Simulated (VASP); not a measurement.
**CaS: single point with PBEsol**

Crystal: CaS.

```xyz
2
Lattice="0.0141 2.8242 2.8242 2.8242 0.0141 2.8242 2.8242 2.8242 0.0141" Properties=species:S:1:pos:R:3 pbc="T T T"
Ca    0.0000    0.0000    0.0000
S     2.8313    2.8313    2.8313
```

This cell differs from its parent crystal: equal xy, yz and zx engineering shears of +0.5 %.

- Program: VASP 6.6.1
- Task: single point
- Functional: PBEsol
- Potentials or basis: VASP PAW PBE potentials, release 64 (Ca_sv, S)
- Cutoff: 500 eV
- k mesh: 8 × 8 × 8
- Occupations: gaussian, width 0.01 eV
- Spin: no spin polarisation
- Dipole correction: no
- Further INCAR settings: ALGO = Normal; EDIFF = 1e-06; NBANDS = 15

```yaml
Pressure: 0.2 GPa
Band_gap_on_the_k_mesh: 2.14 eV (least direct gap 2.98 eV)
```

Stress tensor (GPa, compression positive):
```
 0.15 -0.17 -0.17
-0.17  0.15 -0.17
-0.17 -0.17  0.15
```

Levels at points of the mesh, in eV from the valence-band top:
```tsv
k point	band 5	band 6	band 7	band 8	band 9	band 10	band 11	band 12
(0.00, 0.00, 0.00)	-11.45	-0.04	0.00	0.00	4.01	4.08	4.08	4.17
(0.50, 0.00, 0.00)	-10.54	-3.29	-1.29	-1.25	5.10	6.10	6.25	6.28
(0.50, 0.50, 0.00)	-10.78	-2.40	-0.88	-0.84	2.14	5.63	6.03	6.89
(0.50, 0.50, 0.50)	-10.56	-3.30	-1.23	-1.23	5.13	6.10	6.23	6.23
```

It took 27 s on 1 thread of AMD EPYC 7R13 Processor (Zen 3), with other jobs on the host, peak memory 0.16 GiB.

Caveat: the cell differs from its parent crystal (equal xy, yz and zx engineering shears of +0.5 %); the PAW data sets were made with another functional, which shifts forces and pressure a little. A k mesh can miss the band edges.
